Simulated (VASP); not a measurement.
# SnO2 (Pmn2_1) in VASP: a series of runs, part 2 of 2

VASP 6.6.1.

**3. Single point, LDA (mode 4 frozen in at +0.179 Å and mode 7 at -0.058 Å (largest displacements))**

File INCAR:

```
PREC = Accurate
ENCUT = 520
EDIFF = 1E-6
ISMEAR = 0
SIGMA = 0.05
LREAL = False
LASPH = True
NELM = 60
ALGO = Normal
ISIF = 2
LWAVE = False
LCHARG = False
NBANDS = 35
```

File KPOINTS:

```
regular mesh
0
Gamma
  6 6 8
```

File POSCAR:

```
SnO2
1.0
    4.7201335122      0.0000000000      0.0000000000
    0.0000000000      4.7206343096      0.0000000000
    0.0000000000      0.0000000000      3.1888226875
Sn O
2 4
Direct
    0.4978314689      0.4974954351      0.5000000000
    0.0021729791     -0.0025084053      0.0000000000
    0.3248295843      0.2886163649      0.0000000000
    0.8408593241      0.2299813504      0.5000000000
    0.1751539137      0.7886021605      0.5000000000
    0.6591241739      0.7299955547      0.0000000000
```

Potentials or basis: VASP PAW LDA potentials, release 64 (Sn_d, O).

Run with:

```
$ cat potpaw_LDA.64/Sn_d/POTCAR potpaw_LDA.64/O/POTCAR > POTCAR
$ mpirun -np 1 vasp_std > vasp.out
```

OUTCAR:

```text
PREC = Accurate
   ENCUT = 520
   EDIFF = 1E-6
   ISMEAR = 0
   LREAL = False
   LASPH = True
   NELM = 60
   ISIF = 2

 ion  position               nearest neighbor table
   1  0.498  0.497  0.500-   3 2.04   3 2.04   5 2.05   4 2.05   6 2.08   6 2.08   2 3.69   2 3.69
                             2 3.69   2 3.69   2 3.71   2 3.71   2 3.71   2 3.71
   2  0.002  0.997  0.000-   5 2.04   5 2.04   3 2.05   6 2.05   4 2.08   4 2.08   1 3.69   1 3.69
                             1 3.69   1 3.69   1 3.71   1 3.71   1 3.71   1 3.71
   3  0.325  0.289  0.000-   1 2.04   1 2.04   2 2.05
   4  0.841  0.230  0.500-   1 2.05   2 2.08   2 2.08
   5  0.175  0.789  0.500-   2 2.04   2 2.04   1 2.05
   6  0.659  0.730  0.000-   2 2.05   1 2.08   1 2.08

  LATTYP: Found a simple orthorhombic cell.
 ALAT       =     3.1888226875
 B/A-ratio  =     1.4802119700
 C/A-ratio  =     1.4803690177

  Lattice vectors:

 A1 = (   0.0000000000,   0.0000000000,   3.1888226875)
 A2 = (   4.7201335122,   0.0000000000,   0.0000000000)
 A3 = (   0.0000000000,   4.7206343096,   0.0000000000)

Analysis of symmetry for initial positions (statically):
=====================================================================
 Subroutine PRICEL returns:
 Original cell was already a primitive cell.

 Routine SETGRP: Setting up the symmetry group for a
 simple orthorhombic supercell.

 Subroutine GETGRP returns: Found  2 space group operations
 (whereof  2 operations were pure point group operations)
 out of a pool of  8 trial point group operations.

The static configuration has the point symmetry C_1h.

Analysis of symmetry for dynamics (positions and initial velocities):
=====================================================================
 Subroutine PRICEL returns:
 Original cell was already a primitive cell.

 Routine SETGRP: Setting up the symmetry group for a
 simple orthorhombic supercell.

 Subroutine GETGRP returns: Found  2 space group operations
 (whereof  2 operations were pure point group operations)
 out of a pool of  8 trial point group operations.

The dynamic configuration has the point symmetry C_1h.

 Subroutine INISYM returns: Found  2 space group operations
 (whereof  2 operations are pure point group operations),
 and found     1 'primitive' translations

----------------------------------------------------------------------------------------

                                     Primitive cell

  volume of cell :      71.0534

  direct lattice vectors                    reciprocal lattice vectors
     4.720133512  0.000000000  0.000000000     0.211858414  0.000000000  0.000000000
     0.000000000  4.720634310  0.000000000     0.000000000  0.211835939  0.000000000
     0.000000000  0.000000000  3.188822688     0.000000000  0.000000000  0.313595360

  length of vectors
     4.720133512  4.720634310  3.188822688     0.211858414  0.211835939  0.313595360

  position of ions in fractional coordinates (direct lattice)
     0.497831469  0.497495435  0.500000000
     0.002172979  0.997491595  0.000000000
     0.324829584  0.288616365  0.000000000
     0.840859324  0.229981350  0.500000000
     0.175153914  0.788602160  0.500000000
     0.659124174  0.729995555  0.000000000

  ion indices of the primitive-cell ions
   primitive index   ion index
                 1           1
                 2           2
                 3           3
                 4           4
[... 26 lines left out ...]

 Found    100 irreducible k-points:

 Following reciprocal coordinates:
            Coordinates               Weight
  0.000000  0.000000  0.000000      1.000000
  0.166667  0.000000  0.000000      2.000000
  0.333333  0.000000  0.000000      2.000000
  0.500000  0.000000  0.000000      1.000000
  0.000000  0.166667  0.000000      2.000000
  0.166667  0.166667  0.000000      2.000000
[... 16 lines left out ...]
  0.333333  0.000000  0.125000      4.000000
  0.500000  0.000000  0.125000      2.000000
 [... further k-points ...]
   k-points           NKPTS =    100   k-points in BZ     NKDIM =    100   number of bands    NBANDS=     35
   number of dos      NEDOS =    301   number of ions     NIONS =      6
   total plane-waves  NPLWV =  31104
   dimension x,y,z NGX =    36 NGY =   36 NGZ =   24
   dimension x,y,z NGXF=    72 NGYF=   72 NGZF=   48
   ions per type =               2   4
   NGX,Y,Z   is equivalent  to a cutoff of  12.68, 12.68, 12.51 a.u.
   NGXF,Y,Z  is equivalent  to a cutoff of  25.36, 25.36, 25.02 a.u.
 SYSTEM =  unknown system
   PREC   = accura    normal or accurate (medium, high low for compatibility)
   ISTART =      0    job   : 0-new  1-cont  2-samecut
   ICHARG =      2    charge: 1-file 2-atom 10-const
   ISPIN  =      1    spin polarized calculation?
   LNONCOLLINEAR =      F non collinear calculations
   LSORBIT =      F    spin-orbit coupling
   LASPH  =      T    aspherical Exc in radial PAW
   ENCUT  =  520.0 eV  38.22 Ry    6.18 a.u.   8.78  8.78  5.93*2*pi/ulx,y,z
   NELM   =     60;   NELMIN=  2; NELMDL= -5     # of ELM steps
   EDIFF  = 0.1E-05   stopping-criterion for ELM
   LREAL  =      F    real-space projection
[... 7 lines left out ...]
   TEBEG  =    0.0;   TEEND  =   0.0 temperature during run
   PSTRESS=    0.0 pullay stress
   NELECT =      52.0000    total number of electrons
   NUPDOWN=      -1.0000    fix difference up-down
   EMIN   =  10.00;   EMAX   =-10.00  energy-range for DOS
   EFERMI =   0.00;   METHOD = LEGACY
   ISMEAR =     0;   SIGMA  =   0.05  broadening in eV -4-tet -1-fermi 0-gaus
   EFERMI_NEDOS =   21; number of points for ismear=-14 and -15
   IALGO  =     38    algorithm
   IMIX   =      4    mixing-type and parameters
     AMIX     =   0.40;   BMIX     =  1.00
     AMIX_MAG =   1.60;   BMIX_MAG =  1.00
  volume/ion in A,a.u.               =      11.84        79.92
  Fermi-wavevector in a.u.,A,eV,Ry     =   1.475302  2.787917 29.613299  2.176516
  Thomas-Fermi vector in A             =   2.589968
   LORBIT       =      0    0 simple, 1 ext, 2 COOP (PROOUT), +10 PAW based schemes
   GGA     = CA    functional components
   LHFCALC =     F    Hartree Fock is set to
   AEXX    =    0.0000 exact exchange contribution
   IVDW    =     0    specifies the selected vdW correction
   LEPSILON=     F    determine dielectric tensor
   LRPA    =     F    only Hartree local field effects (RPA)
 non-spin polarized calculation
 Gauss-broadening in eV      SIGMA  =   0.05
  energy-cutoff  :      520.00
  volume of cell :       71.05
 maximum number of plane-waves:      1933
 NGX is ok and might be reduce to    36
   NGX = 17   NGY = 17   NGZ = 11

 number of electron      51.9999989 magnetization

 Free energy of the ion-electron system (eV)
  ---------------------------------------------------
  ext. energy  EPLUGINS =         0.00000000
  ---------------------------------------------------
  free energy    TOTEN  =       -42.20274040 eV

  energy without entropy =      -42.20274040  energy(sigma->0) =      -42.20274040

 E-fermi :   5.9906     XC(G=0): -11.8538

 val. band max:        5.7714776040   @ k =   0.0000   0.1667   0.0000
 cond. band min:       7.1691732887   @ k =   0.0000   0.0000   0.0000
 fundamental gap:      1.3976956848
 Fermi energy:         5.9905977301

 k-point     1 :       0.0000    0.0000    0.0000
  band No.  band energies     occupation
      1     -15.0362      2.00000
      2     -14.2801      2.00000
      3     -14.0210      2.00000
      4     -14.0014      2.00000
      5     -13.9906      2.00000
      6     -13.9146      2.00000
[... 901 lines left out ...]
     34      18.0764      0.00000
     35      18.1644      0.00000

 [... further k-points ...]

------------------------ aborting loop because EDIFF is reached ----------------------------------------

  FORCE on cell =-STRESS in cart. coord.  units (eV):
  Direction    XX          YY          ZZ          XY          YZ          ZX
  --------------------------------------------------------------------------------------
  -------------------------------------------------------------------------------------
  Total        0.2228925     -0.6836376      0.0839043     -0.0001039      0.0000000      0.0000000
  in kB        5.0259821    -15.4152843      1.8919509     -0.0023438      0.0000000      0.0000000
  external PRESSURE =      -2.8324504 kB  Pullay stress =       0.0000000 kB

 VOLUME and BASIS-vectors are now :
 -----------------------------------------------------------------------------
  energy-cutoff  :      520.00
  volume of cell :       71.05
      direct lattice vectors                 reciprocal lattice vectors
     4.720133512  0.000000000  0.000000000     0.211858414  0.000000000  0.000000000
     0.000000000  4.720634310  0.000000000     0.000000000  0.211835939  0.000000000
     0.000000000  0.000000000  3.188822688     0.000000000  0.000000000  0.313595360

 POSITION                                       TOTAL-FORCE (eV/Angst)
 -----------------------------------------------------------------------------------
      2.34983      2.34849      1.59441         0.327288      0.290774      0.000000
      0.01026      4.70879      0.00000        -0.327784      0.290944      0.000000
      1.53324      1.36245      0.00000         0.087092      0.000702      0.000000
      3.96897      1.08566      1.59441        -0.246606     -0.291512      0.000000
      0.82675      3.72270      1.59441        -0.086932      0.000833      0.000000
      3.11115      3.44604      0.00000         0.246943     -0.291742      0.000000
 -----------------------------------------------------------------------------------
    total drift:                                0.000091      0.000355     -0.000001

  FREE ENERGIE OF THE ION-ELECTRON SYSTEM (eV)
  ---------------------------------------------------
  free  energy   TOTEN  =       -42.2027404048 eV

  energy  without entropy=      -42.2027404048  energy(sigma->0) =      -42.20274040
```

stdout:

```text
POSCAR found type information on POSCAR SnO
 POSCAR found :  2 types and       6 ions
 scaLAPACK will be used
 LDA part: xc-table for (Slater(with rela. corr.)+CA(PZ))
 , standard interpolation
 POSCAR, INCAR and KPOINTS ok, starting setup
 FFT: planning ... GRIDC
 FFT: planning ... GRID_SOFT
 FFT: planning ... GRID
 WAVECAR not read
 entering main loop
```

Run time: 2.3 min. Hardware: 1 thread of Intel Xeon 6975P-C, shared host; peak memory 0.29 GiB.

What came out:

```yaml
Free_energy: -42.2027 eV
Pressure: -0.3 GPa
Largest_force: 0.438 eV/Å
Band_gap_on_the_k_mesh: 1.40 eV, indirect (least direct gap 1.41 eV)
```

Forces in eV/Å, atoms in the order of the input:
```
Sn   0.327  0.291  0.000
Sn  -0.328  0.291  0.000
O    0.087  0.001  0.000
O   -0.247 -0.292  0.000
O   -0.087  0.001  0.000
O    0.247 -0.292  0.000
```

Caveat: the cell differs from its parent crystal (mode 4 frozen in at +0.179 Å and mode 7 at -0.058 Å (largest displacements)); spin-orbit coupling is left out, which moves the levels of the heavy elements.
